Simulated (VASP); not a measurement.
# C in VASP: single point with r2SCAN

Aim: the single point of C with r2SCAN.

Program: VASP 6.6.1. These are calculated values, not measurements. Logs are shortened: lines on timing, memory, paths and dates and some standing lists are left out, and cuts for length are marked.

## Step 1: The cell of the first run

The cell holds a slab with vacuum, 2 atoms: a = 2.456 Å, b = 2.456 Å, c = 8.524 Å, α = 90.00°, β = 90.00°, γ = 120.00°.

## Step 2: Single point, r2SCAN

The input, POSCAR:

```
C
1.0
    2.4561701600      0.0000000000      0.0000000000
   -1.2280850800      2.1271057600      0.0000000000
    0.0000000000      0.0000000000      8.5238033600
C
2
Direct
    0.3333333300      0.6666666700      0.0000000000
    0.6666666700      0.3333333300      0.0000000000
```

The input, INCAR.step1:

```
SYSTEM = C
PREC     = Accurate       ! precision mode
ENCUT    = 520            ! plane-wave cutoff, eV
ISMEAR   = 1              ! smearing method
SIGMA    = 0.01           ! smearing width, eV
LREAL    = .False.        ! projectors in reciprocal space
LASPH    = .True.         ! aspherical terms in the spheres
NELM     = 80             ! most SCF steps
NBANDS   = 11             ! bands
GGA      = PE             ! functional
ALGO     = Normal         ! electronic algorithm
EDIFF    = 1E-4           ! SCF threshold, eV
LWAVE    = .True.         ! write WAVECAR
LCHARG   = .False.        ! write CHGCAR
```

The input, INCAR.step2:

```
SYSTEM = C
PREC     = Accurate       ! precision mode
ENCUT    = 520            ! plane-wave cutoff, eV
EDIFF    = 1E-7           ! SCF threshold, eV
ISMEAR   = 1              ! smearing method
SIGMA    = 0.01           ! smearing width, eV
LREAL    = .False.        ! projectors in reciprocal space
LASPH    = .True.         ! aspherical terms in the spheres
NELM     = 80             ! most SCF steps
ALGO     = Normal         ! electronic algorithm
ISIF     = 2              ! what is computed and relaxed
LWAVE    = .False.        ! write WAVECAR
LCHARG   = .False.        ! write CHGCAR
METAGGA  = R2SCAN         ! meta-GGA
LMIXTAU  = .True.       
NBANDS   = 11             ! bands
ISTART   = 1
```

The input, KPOINTS:

```
Automatic mesh
0
Gamma
  10 10 3
  0 0 0
```

Potentials or basis: VASP PAW PBE potentials, release 64 (C).

Launch:

```console
$ cat potpaw_PBE.64/C/POTCAR > POTCAR
$ cp INCAR.step1 INCAR
$ mpirun -np 1 vasp_std > vasp.out
$ cp INCAR.step2 INCAR
$ mpirun -np 1 vasp_std > vasp.out
```

OUTCAR:

```text
SYSTEM = C
   PREC = Accurate
   ENCUT = 520
   EDIFF = 1E-7
   ISMEAR = 1
   LREAL = .False.
   LASPH = .True.
   NELM = 80
   ISIF = 2
   METAGGA = R2SCAN
   ISTART = 1

 ion  position               nearest neighbor table
   1  0.333  0.667  0.000-   2 1.42   2 1.42   2 1.42
   2  0.667  0.333  0.000-   1 1.42   1 1.42   1 1.42

  LATTYP: Found a hexagonal cell.
 ALAT       =     2.4561701600
 C/A-ratio  =     3.4703635354

  Lattice vectors:

 A1 = (   2.4561701600,   0.0000000000,   0.0000000000)
 A2 = (  -1.2280850800,   2.1271057600,   0.0000000000)
 A3 = (   0.0000000000,   0.0000000000,   8.5238033600)

Analysis of symmetry for initial positions (statically):
=====================================================================
 Subroutine PRICEL returns:
 Original cell was already a primitive cell.

 Routine SETGRP: Setting up the symmetry group for a
 hexagonal supercell.

 Subroutine GETGRP returns: Found 24 space group operations
 (whereof 24 operations were pure point group operations)
 out of a pool of 24 trial point group operations.

The static configuration has the point symmetry D_6h.

Analysis of symmetry for dynamics (positions and initial velocities):
=====================================================================
 Subroutine PRICEL returns:
 Original cell was already a primitive cell.

 Routine SETGRP: Setting up the symmetry group for a
 hexagonal supercell.

 Subroutine GETGRP returns: Found 24 space group operations
 (whereof 24 operations were pure point group operations)
 out of a pool of 24 trial point group operations.

The dynamic configuration has the point symmetry D_6h.

 Subroutine INISYM returns: Found 24 space group operations
 (whereof 24 operations are pure point group operations),
 and found     1 'primitive' translations

----------------------------------------------------------------------------------------

                                     Primitive cell

  volume of cell :      44.5329

  direct lattice vectors                    reciprocal lattice vectors
     2.456170160  0.000000000  0.000000000     0.407137916  0.235061185  0.000000000
    -1.228085080  2.127105760  0.000000000     0.000000000  0.470122369  0.000000000
     0.000000000  0.000000000  8.523803360     0.000000000  0.000000000  0.117318521

  length of vectors
     2.456170160  2.456170165  8.523803360     0.470122370  0.470122369  0.117318521

  position of ions in fractional coordinates (direct lattice)
     0.333333330  0.666666670  0.000000000
     0.666666670  0.333333330  0.000000000

  ion indices of the primitive-cell ions
   primitive index   ion index
                 1           1
                 2           2

----------------------------------------------------------------------------------------

 KPOINTS: Automatic mesh

Automatic generation of k-mesh.
 Grid dimensions read from file:
 generate k-points for:   10   10    3

 Generating k-lattice:

  Cartesian coordinates                     Fractional coordinates (reciprocal lattice)
     0.040713792  0.023506118  0.000000000     0.100000000 -0.000000000  0.000000000
     0.000000000  0.047012237  0.000000000     0.000000000  0.100000000  0.000000000
     0.000000000  0.000000000  0.039106174     0.000000000  0.000000000  0.333333333

  Length of vectors
     0.047012237  0.047012237  0.039106174

  Shift w.r.t. Gamma in fractional coordinates (k-lattice)
     0.000000000  0.000000000  0.000000000

 Subroutine IBZKPT returns following result:
 ===========================================

 Found     28 irreducible k-points:

 Following reciprocal coordinates:
            Coordinates               Weight
  0.000000  0.000000  0.000000      1.000000
  0.100000 -0.000000  0.000000      6.000000
  0.200000 -0.000000  0.000000      6.000000
  0.300000 -0.000000  0.000000      6.000000
  0.400000 -0.000000  0.000000      6.000000
  0.500000 -0.000000  0.000000      3.000000
[... 16 lines left out ...]
  0.300000  0.100000  0.333333     24.000000
  0.400000  0.100000  0.333333     24.000000
 [... further k-points ...]
   k-points           NKPTS =     28   k-points in BZ     NKDIM =     28   number of bands    NBANDS=     11
   number of dos      NEDOS =    301   number of ions     NIONS =      2
   total plane-waves  NPLWV =  20736
   dimension x,y,z NGX =    18 NGY =   18 NGZ =   64
   dimension x,y,z NGXF=    36 NGYF=   36 NGZF=  128
   ions per type =               2
   NGX,Y,Z   is equivalent  to a cutoff of  12.18, 12.18, 12.48 a.u.
   NGXF,Y,Z  is equivalent  to a cutoff of  24.37, 24.37, 24.96 a.u.
 SYSTEM =  C
   PREC   = accura    normal or accurate (medium, high low for compatibility)
   ISTART =      1    job   : 0-new  1-cont  2-samecut
   ICHARG =      0    charge: 1-file 2-atom 10-const
   ISPIN  =      1    spin polarized calculation?
   LNONCOLLINEAR =      F non collinear calculations
   LSORBIT =      F    spin-orbit coupling
   LASPH  =      T    aspherical Exc in radial PAW
   ENCUT  =  520.0 eV  38.22 Ry    6.18 a.u.   4.57  4.57 15.85*2*pi/ulx,y,z
   NELM   =     80;   NELMIN=  2; NELMDL=  0     # of ELM steps
   EDIFF  = 0.1E-06   stopping-criterion for ELM
   LREAL  =      F    real-space projection
   EDIFFG = 0.1E-05   stopping-criterion for IOM
   NSW    =      0    number of steps for IOM
   IBRION =     -1    ionic relax: 0-MD 1-quasi-New 2-CG
   NFREE  =      0    steps in history (QN), initial steepest desc. (CG)
   ISIF   =      2    stress and relaxation
   ISYM   =      2    0-nonsym 1-usesym 2-fastsym
   POTIM  = 0.5000    time-step for ionic-motion
   TEBEG  =    0.0;   TEEND  =   0.0 temperature during run
   PSTRESS=    0.0 pullay stress
   NELECT =       8.0000    total number of electrons
   NUPDOWN=      -1.0000    fix difference up-down
   EMIN   =  10.00;   EMAX   =-10.00  energy-range for DOS
   EFERMI =   0.00;   METHOD = LEGACY
   ISMEAR =     1;   SIGMA  =   0.01  broadening in eV -4-tet -1-fermi 0-gaus
   EFERMI_NEDOS =   21; number of points for ismear=-14 and -15
   IALGO  =     38    algorithm
   IMIX   =      4    mixing-type and parameters
     AMIX     =   0.40;   BMIX     =  1.00
     AMIX_MAG =   1.60;   BMIX_MAG =  1.00
  volume/ion in A,a.u.               =      22.27       150.26
  Fermi-wavevector in a.u.,A,eV,Ry     =   0.923729  1.745594 11.609511  0.853275
  Thomas-Fermi vector in A             =   2.049397
   LORBIT       =      0    0 simple, 1 ext, 2 COOP (PROOUT), +10 PAW based schemes
   METAGGA = R2SCAN    functional components
   LHFCALC =     F    Hartree Fock is set to
   AEXX    =    0.0000 exact exchange contribution
   IVDW    =     0    specifies the selected vdW correction
   LEPSILON=     F    determine dielectric tensor
   LRPA    =     F    only Hartree local field effects (RPA)
 non-spin polarized calculation
 Methfessel and Paxton  Order N= 1 SIGMA  =   0.01
  energy-cutoff  :      520.00
  volume of cell :       44.53
 maximum number of plane-waves:      1218
   NGX =  9   NGY =  9   NGZ = 31

 number of electron       7.9999997 magnetization

 Free energy of the ion-electron system (eV)
  ---------------------------------------------------
  ext. energy  EPLUGINS =         0.00000000
  ---------------------------------------------------
  free energy    TOTEN  =       -19.84776831 eV

  energy without entropy =      -19.84776831  energy(sigma->0) =      -19.84776831

 E-fermi :  -1.7553     XC(G=0):  -5.0605

 val. band max:       -1.8213305610   @ k =   0.3000   0.3000   0.0000
 cond. band min:       0.3707982923   @ k =   0.3000   0.3000   0.3333
 fundamental gap:      2.1921288534
 Fermi energy:        -1.7552692700

 k-point     1 :       0.0000    0.0000    0.0000
  band No.  band energies     occupation
      1     -21.5870      2.00000
      2      -8.8643      2.00000
      3      -3.9549      2.00000
      4      -3.9549      2.00000
      5       2.6629      0.00000
      6       5.1052      0.00000
      7       6.6030      0.00000
      8       7.9887      0.00000
      9       7.9887      0.00000
     10      11.7912      0.00000
     11      12.5261      0.00000

 k-point     2 :       0.1000   -0.0000    0.0000
  band No.  band energies     occupation
      1     -21.3357      2.00000
      2      -8.5644      2.00000
      3      -4.9478      2.00000
      4      -4.4639      2.00000
      5       2.9907      0.00000
      6       5.4255      0.00000
      7       6.9117      0.00000
      8       8.1053      0.00000
      9       9.0473      0.00000
     10      10.8908      0.00000
     11      13.0120      0.00000

 k-point     3 :       0.2000   -0.0000    0.0000
  band No.  band energies     occupation
      1     -20.5861      2.00000
      2      -7.6765      2.00000
      3      -7.2937      2.00000
      4      -5.5520      2.00000
      5       3.9742      0.00000
      6       6.3735      0.00000
      7       7.7089      0.00000
      8       8.1345      0.00000
      9       8.6025      0.00000
     10      11.7396      0.00000
     11      14.4911      0.00000

 k-point     4 :       0.3000   -0.0000    0.0000
  band No.  band energies     occupation
      1     -19.3523      2.00000
      2     -10.0926      2.00000
      3      -6.6077      2.00000
      4      -6.2490      2.00000
      5       5.5892      0.00000
      6       5.6085      0.00000
      7       7.5161      0.00000
      8       8.0137      0.00000
      9       9.5286      0.00000
     10      15.2722      0.00000
     11      15.7491      0.00000

 k-point     5 :       0.4000   -0.0000    0.0000
  band No.  band energies     occupation
      1     -17.6740      2.00000
      2     -12.8369      2.00000
      3      -7.3205      2.00000
      4      -4.4549      2.00000
      5       2.6885      0.00000
      6       7.1519      0.00000
      7       7.9216      0.00000
      8      10.1799      0.00000
      9      11.7311      0.00000
     10      14.1699      0.00000
     11      15.6018      0.00000
[... 211 lines left out ...]
 k-point    21 :       0.1000    0.1000    0.3333
  band No.  band energies     occupation
      1     -20.8353      2.00000
      2      -7.9703      2.00000
      3      -6.4046      2.00000
      4      -5.4777      2.00000
      5       3.9941      0.00000
      6       4.9908      0.00000
      7       8.5818      0.00000
      8       9.0947      0.00000
      9       9.3316      0.00000
     10      10.1262      0.00000
     11      12.4036      0.00000

 k-point    22 :       0.2000    0.1000    0.3333
  band No.  band energies     occupation
      1     -19.8435      2.00000
      2      -8.7241      2.00000
      3      -6.8079      2.00000
      4      -6.8060      2.00000
      5       5.2988      0.00000
      6       6.2648      0.00000
      7       6.8367      0.00000
      8       8.7612      0.00000
      9      10.2960      0.00000
     10      12.1589      0.00000
     11      13.5887      0.00000

 k-point    23 :       0.3000    0.1000    0.3333
  band No.  band energies     occupation
      1     -18.3844      2.00000
      2     -11.4033      2.00000
      3      -7.7848      2.00000
      4      -5.1626      2.00000
      5       3.9520      0.00000
      6       7.2468      0.00000
      7       8.1739      0.00000
      8       8.4721      0.00000
      9      12.0191      0.00000
     10      14.5836      0.00000
     11      15.0734      0.00000

 k-point    24 :       0.4000    0.1000    0.3333
  band No.  band energies     occupation
      1     -16.5523      2.00000
      2     -13.9252      2.00000
      3      -8.2930      2.00000
      4      -3.4114      2.00000
      5       1.4998      0.00000
      6       8.1579      0.00000
      7       9.8376      0.00000
      8      10.7077      0.00000
      9      12.9015      0.00000
     10      13.3131      0.00000
     11      14.3999      0.00000

 [... further k-points ...]
[... 5 lines left out ...]
  --------------------------------------------------------------------------------------
  -------------------------------------------------------------------------------------
  Total        0.0891846      0.0891846     -0.0127354     -0.0000000     -0.0000000      0.0000000
  in kB        3.2086307      3.2086307     -0.4581882     -0.0000000     -0.0000000      0.0000000
  external PRESSURE =       1.9863577 kB  Pullay stress =       0.0000000 kB

 VOLUME and BASIS-vectors are now :
 -----------------------------------------------------------------------------
  energy-cutoff  :      520.00
  volume of cell :       44.53
      direct lattice vectors                 reciprocal lattice vectors
     2.456170160  0.000000000  0.000000000     0.407137916  0.235061185  0.000000000
    -1.228085080  2.127105760  0.000000000     0.000000000  0.470122369  0.000000000
     0.000000000  0.000000000  8.523803360     0.000000000  0.000000000  0.117318521

 POSITION                                       TOTAL-FORCE (eV/Angst)
 -----------------------------------------------------------------------------------
     -0.00000      1.41807      0.00000         0.000000     -0.000000      0.000000
      1.22809      0.70904      0.00000        -0.000000      0.000000      0.000000
 -----------------------------------------------------------------------------------
    total drift:                                0.000000     -0.000000     -0.000000

  FREE ENERGIE OF THE ION-ELECTRON SYSTEM (eV)
  ---------------------------------------------------
  free  energy   TOTEN  =       -19.8477683057 eV

  energy  without entropy=      -19.8477683057  energy(sigma->0) =      -19.84776831
```

It took 28 s on 1 thread of AMD EPYC 9R45 (Zen 5), shared host; peak memory 0.12 GiB.

Results:

* Free energy: -19.8478 eV
* Band gap on the k mesh: 2.19 eV, direct

Levels at points of the mesh, in eV from the valence-band top:
```
           k point  band 1  band 2  band 3  band 4  band 5  band 6  band 7  band 8
(0.00, 0.00, 0.00)  -19.77   -7.04   -2.13   -2.13    4.48    6.93    8.42    9.81
(0.50, 0.00, 0.00)  -14.24  -13.00   -5.75   -1.44    2.91    8.86   12.59   12.67
```

Caveat: the PAW data sets were made with another functional, which shifts forces and pressure a little.
